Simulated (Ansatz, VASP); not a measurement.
# One calculation of TiC, two programs

The input POSCAR:

```
TiC
1.0
    0.0000000000      2.1640000000      2.1640000000
    2.1640000000      0.0000000000      2.1640000000
    2.1640000000      2.1640000000      0.0000000000
Ti C
1 1
Direct
    0.0000000000      0.0000000000      0.0000000000
    0.5057763401      0.4942236599      0.5057763401
```

INCAR.step1

```
PREC     = Accurate       # precision mode
ENCUT    = 520            # plane-wave cutoff, eV
ISMEAR   = 0              # smearing method
SIGMA    = 0.15           # smearing width, eV
LREAL    = False          # projectors in reciprocal space
LASPH    = True           # aspherical terms in the spheres
NELM     = 60             # most SCF steps
NBANDS   = 15             # bands
GGA      = PE             # functional
ALGO     = Normal         # electronic algorithm
EDIFF    = 1E-4           # SCF threshold, eV
LWAVE    = True           # write WAVECAR
LCHARG   = False          # write CHGCAR
```

INCAR.step2

```
PREC     = Accurate       # precision mode
ENCUT    = 520            # plane-wave cutoff, eV
EDIFF    = 1E-6           # SCF threshold, eV
ISMEAR   = 0              # smearing method
SIGMA    = 0.15           # smearing width, eV
LREAL    = False          # projectors in reciprocal space
LASPH    = True           # aspherical terms in the spheres
NELM     = 60             # most SCF steps
ALGO     = Normal         # electronic algorithm
ISIF     = 2              # what is computed and relaxed
LWAVE    = False          # write WAVECAR
LCHARG   = True           # write CHGCAR
METAGGA  = R2SCAN         # meta-GGA
LMIXTAU  = True         
LELF     = True           # ELF
LVHAR    = True         
NBANDS   = 15             # bands
ISTART   = 1
```

The input KPOINTS:

```
regular mesh
0
Gamma
  18 18 18
```

Input for Ansatz:

```yaml
crystal:
  lattice:
    - [0.0, 2.164, 2.164]
    - [2.164, 0.0, 2.164]
    - [2.164, 2.164, 0.0]
  atoms:
    - { symbol: Ti, position: [0.0, 0.0, 0.0] }
    - { symbol: C, position: [0.5057763401, 0.4942236599, 0.5057763401] }
basis:
  ecutwfc: 500
kpoints:
  mp_grid: { grid: [18, 18, 18] }
hamiltonian:
  xc: r2scan
scf:
  occupations: { method: gaussian, width: 0.15 }
output:
  forces: true
  stress: true
  eigenvalues: true
```

Change from the starting cell: all C atoms moved +0.025 Å, as atom 2 along Cartesian [0 1 0].

Alike in both runs: task single point; functional r2SCAN; k mesh 18 × 18 × 18; occupations gaussian, width 0.15 eV; no spin polarisation.

|  | VASP | Ansatz |
| --- | --- | --- |
| version | VASP 6.6.1 | Ansatz 0.2.0 |
| potentials or method | VASP PAW PBE potentials, release 64 (Ti_sv, C), cutoff 520 eV | scalar-relativistic, plane waves, PAW |
| valence electrons in the cell | 16 | 16 |

|  | VASP | Ansatz | Ansatz less VASP |
| --- | --- | --- | --- |
| gap on the k mesh at the Fermi level (eV) | none | none | - |
| pressure (GPa) | 1.0 | 0.0 | -0.95 |
| traceless stress, the component that is largest in VASP (GPa) | 0.12 | 0.12 | -0.003 |
| rms of the force components (eV/Å) | 0.135 | 0.132 | -0.0029 |

VASP's potentials were made for PBE, not for r2SCAN. Atom by atom the forces differ by 0.003 eV/Å (rms over components). A gap of «none» marks a metal or a gap that the smearing closes.
